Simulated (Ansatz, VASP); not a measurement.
**Mg: VASP beside Ansatz**

```
Mg
1.0
     3.00455    0.00000    0.00000
    -1.50227    2.60201    0.00000
     0.00000    0.00000    2.99917
Mg
1
Direct
  0.00000 0.00000 0.00000
```

Change from the starting cell: strain -0.015 along x and y, -0.015 along z, atoms carried along.

Alike in both runs: task single point; functional LDA; k mesh 18 × 18 × 16; occupations gaussian, width 0.15 eV; no spin polarisation.

```csv
,VASP,Ansatz
version,VASP 6.6.1,Ansatz 0.2.0
potentials or method,"VASP PAW LDA potentials, release 64 (Mg), cutoff 520 eV","scalar-relativistic, plane waves, PAW"
valence electrons in the cell,2,10
```

```tsv
	VASP	Ansatz	Ansatz less VASP
gap on the k mesh at the Fermi level (eV)	none	none	-
pressure (GPa)	0.6	0.9	+0.25
traceless stress, the component that is largest in VASP (GPa)	-0.43	-0.44	-0.006
```

LDA's correlation is that of Perdew and Zunger in VASP and of Perdew and Wang (1992) in Ansatz. A gap of «none» marks a metal or a gap that the smearing closes. VASP's potentials hold 2 valence electrons a cell and Ansatz's 10, so a difference there can come from the potentials and not from the codes.
